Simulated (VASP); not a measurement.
# NaMgBr3 (Pm-3m) in VASP: further runs

NaMgBr3 is run at these levels: r2SCAN; tasks: single point.

Program: VASP 6.6.1. These are calculated values, not measurements. Logs are shortened: lines on timing, memory, paths and dates and some standing lists are left out, and cuts for length are marked.

## (1) The cell of the first run

Symmetry: Pm-3m, No. 221, cubic system. The conventional cell has a = 5.161 Å, b = 5.161 Å, c = 5.161 Å, α = 90.00°, β = 90.00°, γ = 90.00°. Within 4.8 Å of Na (site symmetry m-3m) lie 12 Br at 3.65 Å and 8 Mg at 4.47 Å. Mg (site symmetry m-3m) has 6 Br at 2.58 Å within 3.4 Å. Br (site symmetry 4/mmm) has 2 Mg at 2.58 Å within 3.4 Å.

## (2) Single point, r2SCAN (27.50 Å³/atom)

Input file POSCAR:

```
NaMgBr3
1.0
    5.1612464366      0.0000000000      0.0000000000
    0.0000000000      5.1612464366      0.0000000000
    0.0000000000      0.0000000000      5.1612464366
Na Mg Br
1 1 3
Direct
    0.0000000000      0.0000000000      0.0000000000
    0.5000000000      0.5000000000      0.5000000000
    0.5000000000      0.5000000000      0.0000000000
    0.5000000000      0.0000000000      0.5000000000
    0.0000000000      0.5000000000      0.5000000000
```

Input file INCAR.step1:

```
SYSTEM = NaMgBr3
  PREC = Accurate
  ENCUT = 520
  ISMEAR = 0
  SIGMA = 0.01
  LREAL = .FALSE.
  LASPH = .TRUE.
  NELM = 60
  NBANDS = 23
  GGA = PE
  ALGO = Normal
  EDIFF = 1E-4
  LWAVE = .TRUE.
  LCHARG = .FALSE.
```

Input file INCAR.step2:

```
SYSTEM = NaMgBr3
  PREC = Accurate
  ENCUT = 520
  EDIFF = 1E-6
  ISMEAR = 0
  SIGMA = 0.01
  LREAL = .FALSE.
  LASPH = .TRUE.
  NELM = 60
  ALGO = Normal
  ISIF = 2
  LWAVE = .FALSE.
  LCHARG = .FALSE.
  METAGGA = R2SCAN
  LMIXTAU = .TRUE.
  NBANDS = 23
  ISTART = 1
```

Input file KPOINTS:

```
regular mesh
0
G
  4 4 4
  0 0 0
```

Potentials or basis: VASP PAW PBE potentials, release 64 (Na_pv, Mg, Br).

Launch:

```bash
> cat potpaw_PBE.64/Na_pv/POTCAR potpaw_PBE.64/Mg/POTCAR potpaw_PBE.64/Br/POTCAR > POTCAR
> cp INCAR.step1 INCAR
> mpirun -np 1 vasp_std > vasp.out
> cp INCAR.step2 INCAR
> mpirun -np 1 vasp_std > vasp.out
```

OUTCAR:

```text
SYSTEM = NaMgBr3
   PREC = Accurate
   ENCUT = 520
   EDIFF = 1E-6
   ISMEAR = 0
   LREAL = .FALSE.
   LASPH = .TRUE.
   NELM = 60
   ISIF = 2
   METAGGA = R2SCAN
   ISTART = 1

 ion  position               nearest neighbor table
   1  0.000  0.000  0.000-
   2  0.500  0.500  0.500-   3 2.58   4 2.58   5 2.58   3 2.58   4 2.58   5 2.58
   3  0.500  0.500  0.000-   2 2.58   2 2.58
   4  0.500  0.000  0.500-   2 2.58   2 2.58
   5  0.000  0.500  0.500-   2 2.58   2 2.58

  LATTYP: Found a simple cubic cell.
 ALAT       =     5.1612464366

  Lattice vectors:

 A1 = (   5.1612464366,   0.0000000000,   0.0000000000)
 A2 = (   0.0000000000,   5.1612464366,   0.0000000000)
 A3 = (   0.0000000000,   0.0000000000,   5.1612464366)

Analysis of symmetry for initial positions (statically):
=====================================================================
 Subroutine PRICEL returns:
 Original cell was already a primitive cell.

 Routine SETGRP: Setting up the symmetry group for a
 simple cubic supercell.

 Subroutine GETGRP returns: Found 48 space group operations
 (whereof 48 operations were pure point group operations)
 out of a pool of 48 trial point group operations.

The static configuration has the point symmetry O_h .

Analysis of symmetry for dynamics (positions and initial velocities):
=====================================================================
 Subroutine PRICEL returns:
 Original cell was already a primitive cell.

 Routine SETGRP: Setting up the symmetry group for a
 simple cubic supercell.

 Subroutine GETGRP returns: Found 48 space group operations
 (whereof 48 operations were pure point group operations)
 out of a pool of 48 trial point group operations.

The dynamic configuration has the point symmetry O_h .

 Subroutine INISYM returns: Found 48 space group operations
 (whereof 48 operations are pure point group operations),
 and found     1 'primitive' translations

----------------------------------------------------------------------------------------

                                     Primitive cell

  volume of cell :     137.4877

  direct lattice vectors                    reciprocal lattice vectors
     5.161246437  0.000000000  0.000000000     0.193751647  0.000000000  0.000000000
     0.000000000  5.161246437  0.000000000     0.000000000  0.193751647  0.000000000
     0.000000000  0.000000000  5.161246437     0.000000000  0.000000000  0.193751647

  length of vectors
     5.161246437  5.161246437  5.161246437     0.193751647  0.193751647  0.193751647

  position of ions in fractional coordinates (direct lattice)
     0.000000000  0.000000000  0.000000000
     0.500000000  0.500000000  0.500000000
     0.500000000  0.500000000  0.000000000
     0.500000000  0.000000000  0.500000000
     0.000000000  0.500000000  0.500000000

  ion indices of the primitive-cell ions
   primitive index   ion index
                 1           1
                 2           2
                 3           3
                 4           4
                 5           5

----------------------------------------------------------------------------------------

 KPOINTS: regular mesh

Automatic generation of k-mesh.
 Grid dimensions read from file:
 generate k-points for:    4    4    4

 Generating k-lattice:

  Cartesian coordinates                     Fractional coordinates (reciprocal lattice)
     0.048437912  0.000000000  0.000000000     0.250000000  0.000000000  0.000000000
     0.000000000  0.048437912  0.000000000     0.000000000  0.250000000  0.000000000
     0.000000000  0.000000000  0.048437912     0.000000000  0.000000000  0.250000000

  Length of vectors
     0.048437912  0.048437912  0.048437912

  Shift w.r.t. Gamma in fractional coordinates (k-lattice)
     0.000000000  0.000000000  0.000000000

 Subroutine IBZKPT returns following result:
 ===========================================

 Found     10 irreducible k-points:

 Following reciprocal coordinates:
            Coordinates               Weight
  0.000000  0.000000  0.000000      1.000000
  0.250000  0.000000  0.000000      6.000000
  0.500000  0.000000  0.000000      3.000000
  0.250000  0.250000  0.000000     12.000000
  0.500000  0.250000  0.000000     12.000000
  0.500000  0.500000  0.000000      3.000000
  0.250000  0.250000  0.250000      8.000000
  0.500000  0.250000  0.250000     12.000000
  0.500000  0.500000  0.250000      6.000000
  0.500000  0.500000  0.500000      1.000000
   k-points           NKPTS =     10   k-points in BZ     NKDIM =     10   number of bands    NBANDS=     23
   number of dos      NEDOS =    301   number of ions     NIONS =      5
   total plane-waves  NPLWV =  64000
   dimension x,y,z NGX =    40 NGY =   40 NGZ =   40
   dimension x,y,z NGXF=    80 NGYF=   80 NGZF=   80
   ions per type =               1   1   3
   NGX,Y,Z   is equivalent  to a cutoff of  12.88, 12.88, 12.88 a.u.
   NGXF,Y,Z  is equivalent  to a cutoff of  25.77, 25.77, 25.77 a.u.
 SYSTEM =  NaMgBr3
   PREC   = accura    normal or accurate (medium, high low for compatibility)
   ISTART =      1    job   : 0-new  1-cont  2-samecut
   ICHARG =      0    charge: 1-file 2-atom 10-const
   ISPIN  =      1    spin polarized calculation?
   LNONCOLLINEAR =      F non collinear calculations
   LSORBIT =      F    spin-orbit coupling
   LASPH  =      T    aspherical Exc in radial PAW
   ENCUT  =  520.0 eV  38.22 Ry    6.18 a.u.   9.60  9.60  9.60*2*pi/ulx,y,z
   NELM   =     60;   NELMIN=  2; NELMDL=  0     # of ELM steps
   EDIFF  = 0.1E-05   stopping-criterion for ELM
   LREAL  =      F    real-space projection
   EDIFFG = 0.1E-04   stopping-criterion for IOM
   NSW    =      0    number of steps for IOM
   IBRION =     -1    ionic relax: 0-MD 1-quasi-New 2-CG
   NFREE  =      0    steps in history (QN), initial steepest desc. (CG)
   ISIF   =      2    stress and relaxation
   ISYM   =      2    0-nonsym 1-usesym 2-fastsym
   POTIM  = 0.5000    time-step for ionic-motion
   TEBEG  =    0.0;   TEEND  =   0.0 temperature during run
   PSTRESS=    0.0 pullay stress
   NELECT =      30.0000    total number of electrons
   NUPDOWN=      -1.0000    fix difference up-down
   EMIN   =  10.00;   EMAX   =-10.00  energy-range for DOS
   EFERMI =   0.00;   METHOD = LEGACY
   ISMEAR =     0;   SIGMA  =   0.01  broadening in eV -4-tet -1-fermi 0-gaus
   EFERMI_NEDOS =   21; number of points for ismear=-14 and -15
   IALGO  =     38    algorithm
   IMIX   =      4    mixing-type and parameters
     AMIX     =   0.40;   BMIX     =  1.00
     AMIX_MAG =   1.60;   BMIX_MAG =  1.00
  volume/ion in A,a.u.               =      27.50       185.56
  Fermi-wavevector in a.u.,A,eV,Ry     =   0.985585  1.862485 13.216391  0.971377
  Thomas-Fermi vector in A             =   2.116903
   LORBIT       =      0    0 simple, 1 ext, 2 COOP (PROOUT), +10 PAW based schemes
   METAGGA = R2SCAN    functional components
   LHFCALC =     F    Hartree Fock is set to
   AEXX    =    0.0000 exact exchange contribution
   IVDW    =     0    specifies the selected vdW correction
   LEPSILON=     F    determine dielectric tensor
   LRPA    =     F    only Hartree local field effects (RPA)
 non-spin polarized calculation
 Gauss-broadening in eV      SIGMA  =   0.01
  energy-cutoff  :      520.00
  volume of cell :      137.49
 maximum number of plane-waves:      3743
 NGX is ok and might be reduce to    40
   NGX = 19   NGY = 19   NGZ = 19

 number of electron      30.0000026 magnetization

 Free energy of the ion-electron system (eV)
  ---------------------------------------------------
  ext. energy  EPLUGINS =         0.00000000
  ---------------------------------------------------
  free energy    TOTEN  =       -55.35124980 eV

  energy without entropy =      -55.35124980  energy(sigma->0) =      -55.35124980

 E-fermi :   0.1567     XC(G=0):  -8.4010

 val. band max:        0.0672262412   @ k =   0.5000   0.5000   0.5000
 cond. band min:       3.7664080683   @ k =   0.0000   0.0000   0.0000
 fundamental gap:      3.6991818271
 Fermi energy:         0.1567264101

 k-point     1 :       0.0000    0.0000    0.0000
  band No.  band energies     occupation
      1     -24.0943      2.00000
      2     -24.0943      2.00000
      3     -24.0943      2.00000
      4     -14.5648      2.00000
      5     -13.5859      2.00000
      6     -13.5859      2.00000
[... 15 lines left out ...]
     22       7.6326      0.00000
     23      10.7869      0.00000

 k-point     2 :       0.2500    0.0000    0.0000
  band No.  band energies     occupation
      1     -24.0945      2.00000
      2     -24.0943      2.00000
      3     -24.0943      2.00000
      4     -14.4500      2.00000
      5     -13.7152      2.00000
      6     -13.5815      2.00000
[... 15 lines left out ...]
     22       8.4348      0.00000
     23      10.4093      0.00000

 k-point     3 :       0.5000    0.0000    0.0000
  band No.  band energies     occupation
      1     -24.0947      2.00000
      2     -24.0943      2.00000
      3     -24.0943      2.00000
      4     -14.2645      2.00000
      5     -13.9153      2.00000
      6     -13.5771      2.00000
[... 15 lines left out ...]
     22       9.3744      0.00000
     23       9.7590      0.00000

 k-point     4 :       0.2500    0.2500    0.0000
  band No.  band energies     occupation
      1     -24.0945      2.00000
      2     -24.0945      2.00000
      3     -24.0943      2.00000
      4     -14.3429      2.00000
      5     -13.7484      2.00000
      6     -13.6547      2.00000
[... 15 lines left out ...]
     22       8.9314      0.00000
     23       9.5004      0.00000

 k-point     5 :       0.5000    0.2500    0.0000
  band No.  band energies     occupation
      1     -24.0947      2.00000
      2     -24.0945      2.00000
      3     -24.0943      2.00000
      4     -14.1630      2.00000
      5     -13.9073      2.00000
      6     -13.6751      2.00000
[... 15 lines left out ...]
     22       9.0050      0.00000
     23       9.9809      0.00000

 k-point     6 :       0.5000    0.5000    0.0000
  band No.  band energies     occupation
      1     -24.0947      2.00000
      2     -24.0947      2.00000
      3     -24.0943      2.00000
      4     -13.9352      2.00000
      5     -13.8994      2.00000
      6     -13.8994      2.00000
[... 15 lines left out ...]
     22       8.4327      0.00000
     23      10.3008      0.00000

 k-point     7 :       0.2500    0.2500    0.2500
  band No.  band energies     occupation
      1     -24.0945      2.00000
      2     -24.0945      2.00000
      3     -24.0945      2.00000
      4     -14.2478      2.00000
      5     -13.7427      2.00000
      6     -13.7427      2.00000
[... 15 lines left out ...]
     22       9.0800      0.00000
     23      10.0682      0.00000

 k-point     8 :       0.5000    0.2500    0.2500
  band No.  band energies     occupation
      1     -24.0947      2.00000
      2     -24.0945      2.00000
      3     -24.0944      2.00000
      4     -14.0836      2.00000
      5     -13.9000      2.00000
      6     -13.7369      2.00000
[... 15 lines left out ...]
     22       9.4166      0.00000
     23      10.0933      0.00000

 k-point     9 :       0.5000    0.5000    0.2500
  band No.  band energies     occupation
      1     -24.0946      2.00000
      2     -24.0946      2.00000
      3     -24.0944      2.00000
      4     -13.9106      2.00000
      5     -13.8925      2.00000
      6     -13.8925      2.00000
[... 15 lines left out ...]
     22       9.0773      0.00000
     23       9.9081      0.00000

 k-point    10 :       0.5000    0.5000    0.5000
  band No.  band energies     occupation
      1     -24.0946      2.00000
      2     -24.0946      2.00000
      3     -24.0946      2.00000
      4     -13.8856      2.00000
      5     -13.8856      2.00000
      6     -13.8856      2.00000
[... 15 lines left out ...]
     22       9.9704      0.00000
     23      10.6878      0.00000

------------------------ aborting loop because EDIFF is reached ----------------------------------------

  FORCE on cell =-STRESS in cart. coord.  units (eV):
  Direction    XX          YY          ZZ          XY          YZ          ZX
  --------------------------------------------------------------------------------------
  -------------------------------------------------------------------------------------
  Total        1.5923642      1.5923642      1.5923642     -0.0000000     -0.0000000      0.0000000
  in kB       18.5562061     18.5562061     18.5562061     -0.0000000     -0.0000000      0.0000000
  external PRESSURE =      18.5562061 kB  Pullay stress =       0.0000000 kB

 VOLUME and BASIS-vectors are now :
 -----------------------------------------------------------------------------
  energy-cutoff  :      520.00
  volume of cell :      137.49
      direct lattice vectors                 reciprocal lattice vectors
     5.161246437  0.000000000  0.000000000     0.193751647  0.000000000  0.000000000
     0.000000000  5.161246437  0.000000000     0.000000000  0.193751647  0.000000000
     0.000000000  0.000000000  5.161246437     0.000000000  0.000000000  0.193751647

 POSITION                                       TOTAL-FORCE (eV/Angst)
 -----------------------------------------------------------------------------------
      0.00000      0.00000      0.00000         0.000000      0.000000      0.000000
      2.58062      2.58062      2.58062         0.000000      0.000000      0.000000
      2.58062      2.58062      0.00000         0.000000      0.000000      0.000000
      2.58062      0.00000      2.58062         0.000000      0.000000      0.000000
      0.00000      2.58062      2.58062         0.000000      0.000000      0.000000
 -----------------------------------------------------------------------------------
    total drift:                                0.000000     -0.000000     -0.000000

  FREE ENERGIE OF THE ION-ELECTRON SYSTEM (eV)
  ---------------------------------------------------
  free  energy   TOTEN  =       -55.3512498047 eV

  energy  without entropy=      -55.3512498047  energy(sigma->0) =      -55.35124980
```

It took 2.1 min on 1 thread of Intel Xeon Platinum 8488C (Sapphire Rapids), shared host; peak memory 0.27 GiB.

Results:

| Quantity | Value |
| --- | --- |
| Free energy | -55.3512 eV |
| Pressure | 1.9 GPa |
| Band gap on the k mesh | 3.70 eV (least direct gap 4.30 eV) |

Caveat: the PAW data sets were made with another functional, which shifts forces and pressure a little. A k mesh can miss the band edges.

(Continued in part 2 of 3.)
